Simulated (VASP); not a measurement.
# NiO2 (P-3m1) in VASP: relaxation of cell and atoms with LDA

Aim: the relaxation of cell and atoms of NiO2 with LDA.

Everything below comes from runs of VASP 6.6.1. Logs are shortened: lines on timing, memory, paths and dates and some standing lists are left out, and cuts for length are marked.

### 1 The cell of the first run

The structure is trigonal, space group P-3m1 (No. 164). The conventional cell has a = 2.814 Å, b = 2.814 Å, c = 4.432 Å, α = 90.00°, β = 90.00°, γ = 120.00°. Ni (site symmetry -3m) has 6 O at 1.88 Å within 2.5 Å. Within 2.5 Å of O (site symmetry 3m) lie 3 Ni at 1.88 Å and 3 O at 2.49 Å.

### 2 Relaxation of cell and atoms, LDA

Contents of INCAR:

```
SYSTEM = NiO2
ALGO = Normal
EDIFF = 1E-7
EDIFFG = -0.005
ENCUT = 600
GGA = CA
GGA_COMPAT = .FALSE.
IBRION = 2
ISIF = 3
ISMEAR = 0
LASPH = .TRUE.
LCHARG = .FALSE.
LREAL = .FALSE.
LWAVE = .FALSE.
NELM = 120
NELMIN = 4
NSW = 70
PREC = Accurate
SIGMA = 0.02
```

Contents of KPOINTS:

```
k-points
0
G
  12 12 6
  0 0 0
```

Contents of POSCAR:

```
NiO2
1.0
    2.8138742860      0.0000000000      0.0000000000
   -1.4069371430      2.4368866148      0.0000000000
    0.0000000000      0.0000000000      4.4320207690
Ni O
1 2
Direct
    0.0000000000      0.0000000000      0.5000000000
    0.6666666667      0.3333333333      0.7124635357
    0.3333333333      0.6666666667      0.2875364643
```

Potentials or basis: VASP PAW LDA potentials, release 64 (Ni_sv_GW, O).

Launch:

```bash
cat potpaw_LDA.64/Ni_sv_GW/POTCAR potpaw_LDA.64/O/POTCAR > POTCAR
mpirun -np 1 vasp_std > vasp.out
```

OUTCAR:

```text
SYSTEM = NiO2
   EDIFF = 1E-7
   EDIFFG = -0.005
   ENCUT = 600
   GGA = CA
   IBRION = 2
   ISIF = 3
   ISMEAR = 0
   LASPH = .TRUE.
   LREAL = .FALSE.
   NELM = 120
   NELMIN = 4
   NSW = 70
   PREC = Accurate

 ion  position               nearest neighbor table
   1  0.000  0.000  0.500-   2 1.88   3 1.88   2 1.88   3 1.88   2 1.88   3 1.88
   2  0.667  0.333  0.712-   1 1.88   1 1.88   1 1.88
   3  0.333  0.667  0.288-   1 1.88   1 1.88   1 1.88

  LATTYP: Found a hexagonal cell.
 ALAT       =     2.8138742860
 C/A-ratio  =     1.5750599773

  Lattice vectors:

 A1 = (   2.8138742860,   0.0000000000,   0.0000000000)
 A2 = (  -1.4069371430,   2.4368866148,   0.0000000000)
 A3 = (   0.0000000000,   0.0000000000,   4.4320207690)

Analysis of symmetry for initial positions (statically):
=====================================================================
 Subroutine PRICEL returns:
 Original cell was already a primitive cell.

 Routine SETGRP: Setting up the symmetry group for a
 hexagonal supercell.

 Subroutine GETGRP returns: Found 12 space group operations
 (whereof 12 operations were pure point group operations)
 out of a pool of 24 trial point group operations.

The static configuration has the point symmetry D_3d.

Analysis of symmetry for dynamics (positions and initial velocities):
=====================================================================
 Subroutine PRICEL returns:
 Original cell was already a primitive cell.

 Routine SETGRP: Setting up the symmetry group for a
 hexagonal supercell.

 Subroutine GETGRP returns: Found 12 space group operations
 (whereof 12 operations were pure point group operations)
 out of a pool of 24 trial point group operations.

The dynamic configuration has the point symmetry D_3d.

 Subroutine INISYM returns: Found 12 space group operations
 (whereof 12 operations are pure point group operations),
 and found     1 'primitive' translations

----------------------------------------------------------------------------------------

                                     Primitive cell

  volume of cell :      30.3908

  direct lattice vectors                    reciprocal lattice vectors
     2.813874286  0.000000000  0.000000000     0.355381904  0.205179838  0.000000000
    -1.406937143  2.436886615  0.000000000     0.000000000  0.410359675  0.000000000
     0.000000000  0.000000000  4.432020769     0.000000000  0.000000000  0.225630712

  length of vectors
     2.813874286  2.813874286  4.432020769     0.410359675  0.410359675  0.225630712

  position of ions in fractional coordinates (direct lattice)
     0.000000000  0.000000000  0.500000000
     0.666666667  0.333333333  0.712463536
     0.333333333  0.666666667  0.287536464

  ion indices of the primitive-cell ions
   primitive index   ion index
                 1           1
                 2           2
                 3           3

----------------------------------------------------------------------------------------

 KPOINTS: k-points

Automatic generation of k-mesh.
 Grid dimensions read from file:
 generate k-points for:   12   12    6

 Generating k-lattice:

  Cartesian coordinates                     Fractional coordinates (reciprocal lattice)
     0.029615159  0.017098320  0.000000000     0.083333333 -0.000000000  0.000000000
     0.000000000  0.034196640  0.000000000     0.000000000  0.083333333  0.000000000
     0.000000000  0.000000000  0.037605119     0.000000000  0.000000000  0.166666667

  Length of vectors
     0.034196640  0.034196640  0.037605119

  Shift w.r.t. Gamma in fractional coordinates (k-lattice)
     0.000000000  0.000000000  0.000000000

 Subroutine IBZKPT returns following result:
 ===========================================

 Found    100 irreducible k-points:

 Following reciprocal coordinates:
            Coordinates               Weight
  0.000000  0.000000  0.000000      1.000000
  0.083333 -0.000000  0.000000      6.000000
  0.166667 -0.000000  0.000000      6.000000
  0.250000 -0.000000  0.000000      6.000000
  0.333333 -0.000000  0.000000      6.000000
  0.416667 -0.000000  0.000000      6.000000
[... 16 lines left out ...]
  0.166667 -0.000000  0.166667      6.000000
  0.000000  0.166667  0.166667      6.000000
 [... further k-points ...]
   k-points           NKPTS =    100   k-points in BZ     NKDIM =    100   number of bands    NBANDS=     19
   number of dos      NEDOS =    301   number of ions     NIONS =      3
   total plane-waves  NPLWV =  20736
   dimension x,y,z NGX =    24 NGY =   24 NGZ =   36
   dimension x,y,z NGXF=    48 NGYF=   48 NGZF=   72
   ions per type =               1   2
   NGX,Y,Z   is equivalent  to a cutoff of  14.18, 14.18, 13.50 a.u.
   NGXF,Y,Z  is equivalent  to a cutoff of  28.36, 28.36, 27.01 a.u.
 SYSTEM =  NiO2
   PREC   = accura    normal or accurate (medium, high low for compatibility)
   ISTART =      0    job   : 0-new  1-cont  2-samecut
   ICHARG =      2    charge: 1-file 2-atom 10-const
   ISPIN  =      1    spin polarized calculation?
   LNONCOLLINEAR =      F non collinear calculations
   LSORBIT =      F    spin-orbit coupling
   LASPH  =      T    aspherical Exc in radial PAW
   ENCUT  =  600.0 eV  44.10 Ry    6.64 a.u.   5.62  5.62  8.85*2*pi/ulx,y,z
   NELM   =    120;   NELMIN=  4; NELMDL= -5     # of ELM steps
   EDIFF  = 0.1E-06   stopping-criterion for ELM
   LREAL  =      F    real-space projection
   EDIFFG = -.5E-02   stopping-criterion for IOM
   NSW    =     70    number of steps for IOM
   IBRION =      2    ionic relax: 0-MD 1-quasi-New 2-CG
   NFREE  =      1    steps in history (QN), initial steepest desc. (CG)
   ISIF   =      3    stress and relaxation
   ISYM   =      2    0-nonsym 1-usesym 2-fastsym
   POTIM  = 0.5000    time-step for ionic-motion
   TEBEG  =    0.0;   TEEND  =   0.0 temperature during run
   PSTRESS=    0.0 pullay stress
   NELECT =      30.0000    total number of electrons
   NUPDOWN=      -1.0000    fix difference up-down
   EMIN   =  10.00;   EMAX   =-10.00  energy-range for DOS
   EFERMI =   0.00;   METHOD = LEGACY
   ISMEAR =     0;   SIGMA  =   0.02  broadening in eV -4-tet -1-fermi 0-gaus
   EFERMI_NEDOS =   21; number of points for ismear=-14 and -15
   IALGO  =     38    algorithm
   IMIX   =      4    mixing-type and parameters
     AMIX     =   0.40;   BMIX     =  1.00
     AMIX_MAG =   1.60;   BMIX_MAG =  1.00
  volume/ion in A,a.u.               =      10.13        68.36
  Fermi-wavevector in a.u.,A,eV,Ry     =   1.630051  3.080351 36.151602  2.657068
  Thomas-Fermi vector in A             =   2.722416
   LORBIT       =      0    0 simple, 1 ext, 2 COOP (PROOUT), +10 PAW based schemes
   GGA     = CA    functional components
   LHFCALC =     F    Hartree Fock is set to
   AEXX    =    0.0000 exact exchange contribution
   IVDW    =     0    specifies the selected vdW correction
   LEPSILON=     F    determine dielectric tensor
   LRPA    =     F    only Hartree local field effects (RPA)
 conjugate gradient relaxation of ions
 non-spin polarized calculation
 Gauss-broadening in eV      SIGMA  =   0.02
  energy-cutoff  :      600.00
  volume of cell :       30.39
 maximum number of plane-waves:      1032
 NGX is ok and might be reduce to    24
   NGX = 11   NGY = 11   NGZ = 17

--------------------------------------- Ionic step        1  -------------------------------------------

 number of electron      30.0000000 magnetization

 Free energy of the ion-electron system (eV)
  ---------------------------------------------------
  ext. energy  EPLUGINS =         0.00000000
  ---------------------------------------------------
  free energy    TOTEN  =       -21.02757699 eV

  energy without entropy =      -21.02757699  energy(sigma->0) =      -21.02757699

 E-fermi :   2.6238     XC(G=0): -11.9089

 val. band max:        2.3122193268   @ k =   0.0833   0.0833   0.5000
 cond. band min:       3.0649429929   @ k =   0.2500  -0.0000   0.3333
 fundamental gap:      0.7527236661
 Fermi energy:         2.6237709996

 k-point     1 :       0.0000    0.0000    0.0000
  band No.  band energies     occupation
      1    -100.8570      2.00000
      2     -61.9072      2.00000
      3     -61.9072      2.00000
      4     -61.6280      2.00000
      5     -17.1865      2.00000
      6     -14.5542      2.00000
[... 505 lines left out ...]
      6     -14.6591      2.00000
[... 11 lines left out ...]
     18      11.1726      0.00000
     19      14.1449      0.00000

 [... further k-points ...]

------------------------ aborting loop because EDIFF is reached ----------------------------------------

  FORCE on cell =-STRESS in cart. coord.  units (eV):
  Direction    XX          YY          ZZ          XY          YZ          ZX
  --------------------------------------------------------------------------------------
  -------------------------------------------------------------------------------------
  Total       -2.6444811     -2.6444811     -2.0329454      0.0000000     -0.0000000      0.0000000
  in kB     -139.4149167   -139.4149167   -107.1752466      0.0000000     -0.0000000      0.0000000
  external PRESSURE =    -128.6683600 kB  Pullay stress =       0.0000000 kB
[... 92 lines left out ...]
  FREE ENERGIE OF THE ION-ELECTRON SYSTEM (eV)
  ---------------------------------------------------
  free  energy   TOTEN  =       -21.0970808162 eV

  energy  without entropy=      -21.0970808162  energy(sigma->0) =      -21.09708082

[... ionic steps 4 to 13 ...]

--------------------------------------- Ionic step       14  -------------------------------------------

 number of electron      30.0000022 magnetization

------------------------ aborting loop because EDIFF is reached ----------------------------------------
[... 69 lines left out ...]
--------------------------------------- Ionic step       16  -------------------------------------------

 number of electron      30.0000022 magnetization

 Free energy of the ion-electron system (eV)
  ---------------------------------------------------
  ext. energy  EPLUGINS =         0.00000000
  ---------------------------------------------------
  free energy    TOTEN  =       -21.11826448 eV

  energy without entropy =      -21.11826448  energy(sigma->0) =      -21.11826448

 E-fermi :   4.0238     XC(G=0): -12.6746

 val. band max:        3.7277941950   @ k =   0.0833   0.0833   0.5000
 cond. band min:       4.4136278991   @ k =   0.3333  -0.0000   0.3333
 fundamental gap:      0.6858337041
 Fermi energy:         4.0237633535

 k-point     1 :       0.0000    0.0000    0.0000
  band No.  band energies     occupation
      1     -99.7114      2.00000
      2     -60.7654      2.00000
      3     -60.7654      2.00000
      4     -60.4755      2.00000
      5     -16.4730      2.00000
      6     -13.3432      2.00000
[... 505 lines left out ...]
      6     -13.5430      2.00000
[... 11 lines left out ...]
     18      13.2574      0.00000
     19      15.8808      0.00000

 [... further k-points ...]

------------------------ aborting loop because EDIFF is reached ----------------------------------------

  FORCE on cell =-STRESS in cart. coord.  units (eV):
  Direction    XX          YY          ZZ          XY          YZ          ZX
  --------------------------------------------------------------------------------------
  -------------------------------------------------------------------------------------
  Total        0.0067379      0.0067379     -0.0003555     -0.0000000      0.0000000      0.0000000
  in kB        0.3977696      0.3977696     -0.0209870     -0.0000000      0.0000000      0.0000000
  external PRESSURE =       0.2581841 kB  Pullay stress =       0.0000000 kB
[... 18 lines left out ...]
  FREE ENERGIE OF THE ION-ELECTRON SYSTEM (eV)
  ---------------------------------------------------
  free  energy   TOTEN  =       -21.1182644798 eV

  energy  without entropy=      -21.1182644798  energy(sigma->0) =      -21.11826448

 reached required accuracy - stopping structural energy minimisation
```

Run time: 9.1 min. Hardware: 1 thread of Intel Xeon Platinum 8259CL at 2.50GHz (Skylake/Cascade Lake), shared host; peak memory 0.22 GiB.

What came out:

* Free energy: -21.1183 eV
* Relaxed volume: 9.05 Å³/atom
* Relaxed cell: a = 2.766 Å, b = 2.766 Å, c = 4.095 Å, α = 90.00°, β = 90.00°, γ = 120.00°
* Space group after relaxing (to 0.1 Å): P-3m1 (No. 164)
* Energy gained by relaxing: 30.2 meV/atom
* Ionic steps: 16
* Pressure after relaxing: 0.0 GPa
* Band gap on the k mesh: 0.69 eV (least direct gap 0.95 eV)

The path:
```
step  energy change (eV)  largest force (eV/Å)  pressure (GPa)  volume (Å³)
   1              0.0000                0.7191          -12.87        30.39
   2              0.1198                1.8973           25.10        26.95
   3             -0.0695                0.1454           -0.99        29.01
   4             -0.0695                0.1683           -0.57        28.98
   5             -0.0725                0.1254           -0.48        28.82
   6             -0.0782                0.0028           -0.27        28.33
   7             -0.0765                0.2369            0.68        27.38
   8             -0.0798                0.0809            0.08        27.97
   9             -0.0820                0.0744            0.12        27.86
  10             -0.0872                0.0545            0.05        27.55
  11             -0.0903                0.0148            0.35        26.91
  12             -0.0905                0.0221            0.30        27.06
  13             -0.0906                0.0285           -0.18        27.14
  14             -0.0906                0.0290           -0.17        27.14
  15             -0.0907                0.0088            0.10        27.14
  16             -0.0907                0.0011            0.03        27.14
```

Final structure:
```
Ni O
1.0
     2.76642    0.00000    0.00000
    -1.38321    2.39579    0.00000
     0.00000    0.00000    4.09484
Ni O
1 2
Direct
  0.00000 0.00000 0.50000
  0.66667 0.33333 0.72507
  0.33333 0.66667 0.27493
```
